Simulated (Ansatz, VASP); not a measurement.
**Mo in VASP and in Ansatz**

Contents of INCAR:

```
SYSTEM = Mo
PREC = Accurate
ENCUT = 600
EDIFF = 1E-7
ISMEAR = -1
SIGMA = 0.1
LREAL = .FALSE.
LASPH = .TRUE.
NELM = 80
ALGO = Normal
ISIF = 3
LWAVE = .FALSE.
LCHARG = .FALSE.
GGA = PS
IBRION = 2
NSW = 80
EDIFFG = -0.01
```

File KPOINTS:

```
Automatic mesh
0
G
  13 13 4
  0 0 0
```

The input POSCAR:

```
Mo
1.0
    2.8039216218      0.0000000000      0.0000000000
   -1.4019608109      2.4282673547      0.0000000000
    0.0000000000      0.0000000000      9.1576080168
Mo
4
Direct
    0.0000000000      0.0000000000      0.0000000000
    0.0000000000      0.0000000000      0.5000000000
    0.3333333333      0.6666666667      0.2500000000
    0.6666666667      0.3333333333      0.7500000000
```

Input for Ansatz:

```yaml
crystal:
  lattice:
    - [2.8039216218, 0.0, 0.0]
    - [-1.4019608109, 2.4282673547, 0.0]
    - [0.0, 0.0, 9.1576080168]
  atoms:
    - { symbol: Mo, position: [0.0, 0.0, 0.0] }
    - { symbol: Mo, position: [0.0, 0.0, 0.5] }
    - { symbol: Mo, position: [0.3333333333, 0.6666666667, 0.25] }
    - { symbol: Mo, position: [0.6666666667, 0.3333333333, 0.75] }
hamiltonian:
  xc: pbesol
  pseudopotentials:
    kind: paw
    azcp:
      Mo: "pseudopotentials/Mo.paw.azcp"
basis:
  ecutwfc: 420
  fft_grid_basis: typed
kpoints:
  mp_grid: { grid: [13, 13, 4], shift: [0, 0, 0] }
magnetization:
  spin_polarized: false
scf:
  occupations: { method: fermi_dirac, width: 0.1 }
relax:
  max_steps: 60
  f_tol: 0.01
  cell: {}
```

Alike in both runs: task relaxation of cell and atoms; functional PBEsol; k mesh 13 × 13 × 4; occupations fermi-dirac, width 0.1 eV; no spin polarisation.

|  | VASP | Ansatz |
| --- | --- | --- |
| version | VASP 6.6.1 | Ansatz 0.2.0 |
| potentials or method | VASP PAW PBE potentials, release 64 (Mo_sv), cutoff 600 eV | plane waves (420 eV) with PAW, scalar-relativistic |
| valence electrons in the cell | 56 | 56 |

Ansatz gave:

```
relaxed volume (Å³/atom)                                     : 15.58
relaxed cell length with the largest relative difference (Å) : 2.749
```

Task: Estimate VASP's values.

Result: Relaxed volume (Å³/atom): 15.60; relaxed cell length with the largest relative difference (Å): 2.752.

VASP's potentials were made for PBE, not for PBEsol, and Ansatz warns of the same on its side.
